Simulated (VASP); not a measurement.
Zr:

```
Zr
1.0
    -1.78554    1.78554    1.78554
     1.78554   -1.78554    1.78554
     1.78554    1.78554   -1.78554
Zr
1
Direct
  0.00000 0.00000 0.00000
```

Base run:

* Program: VASP 6.6.1
* Functional: RPBE
* Potentials or basis: VASP PAW PBE potentials, release 64 (Zr_sv)
* Cutoff: 500 eV
* k mesh: 10 × 10 × 10
* Occupations: fermi-dirac, width 0.05 eV
* Spin: no spin polarisation

Its results: band gap on the k mesh zero (band 6 reaches 10.19 eV, above the bottom of band 7 at 8.41 eV); pressure 2.2 GPa.

Task: The run is repeated on the same cell with these changes: functional from RPBE to LDA; potentials or basis from VASP PAW PBE potentials, release 64 (Zr_sv) to VASP PAW LDA potentials, release 64 (Zr_sv). What comes out?

Result: Band gap on the k mesh zero (band 6 reaches 9.86 eV, above the bottom of band 7 at 8.15 eV); pressure -6.9 GPa.

Caveats: the PAW data sets were made with another functional, which shifts forces and pressure a little (some runs).
